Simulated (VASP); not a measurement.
Runs of VASP 6.6.1 on GaAs. The structure is that of space group F-43m (No. 216), or close to it. The cells are those of the table. 

| task | cell | k mesh | cutoff (eV) | smearing | ions in elastic constants | gap on the mesh (eV) | pressure (GPa) |
| --- | --- | --- | --- | --- | --- | --- | --- |
| relaxation of cell and atoms | relaxed to 1 GPa from a = 4.001 Å, angles 60.0°, 2 atoms | 8 × 8 × 8 | 600 | gaussian 0.01 eV | - | (a) | 1.0 |
| single point | a = 3.965 Å, angles 60.0°, 2 atoms | 8 × 8 × 8 | 520 | gaussian 0.01 eV | - | 0.64 | 2.2 |
| single point | a = 3.855 Å, angles 60.0°, 2 atoms | 8 × 8 × 8 | 520 | gaussian 0.01 eV | - | 1.12 | 10.3 |
| relaxation of cell and atoms | relaxed to 15 GPa from a = 4.001 Å, angles 60.0°, 2 atoms | 8 × 8 × 8 | 600 | gaussian 0.01 eV | - | (b) | 15.0 |
| relaxation of cell and atoms | relaxed to 10 GPa from a = 4.001 Å, angles 60.0°, 2 atoms | 8 × 8 × 8 | 600 | gaussian 0.01 eV | - | 1.13 | 10.0 |
| relaxation of cell and atoms | relaxed from a = 3.998 Å, angles 60.0°, 2 atoms | 14 × 14 × 14 | 600 | fermi-dirac 0.05 eV | - | 0.42 | 0.0 |
| relaxation of cell and atoms | relaxed to 4 GPa from a = 4.001 Å, angles 60.0°, 2 atoms | 8 × 8 × 8 | 600 | gaussian 0.01 eV | - | 0.80 | 4.0 |
| relaxation of cell and atoms | relaxed to 2 GPa from a = 4.001 Å, angles 60.0°, 2 atoms | 8 × 8 × 8 | 600 | gaussian 0.01 eV | - | 0.62 | 2.0 |
| single point | a = 3.892 Å, angles 60.0°, 2 atoms | 8 × 8 × 8 | 520 | gaussian 0.01 eV | - | 1.07 | 7.2 |
| single point | a = 3.803 Å, angles 60.0°, 2 atoms | 8 × 8 × 8 | 520 | gaussian 0.01 eV | - | 1.02 | 15.3 |

Alike in all rows: level PBEsol; potentials or basis VASP PAW PBE potentials, release 64 (Ga_d, As); no spin polarisation.

Q: Fill in the values left out.

A: (a) 0.53; (b) 1.03.

Caveats: the PAW data sets were made with another functional, which shifts forces and pressure a little; the cell is relaxed towards a set pressure, so the enthalpy falls and the energy may rise (some runs).

A k mesh can miss the band edges, and the runs leave out spin-orbit coupling on As, Ga.
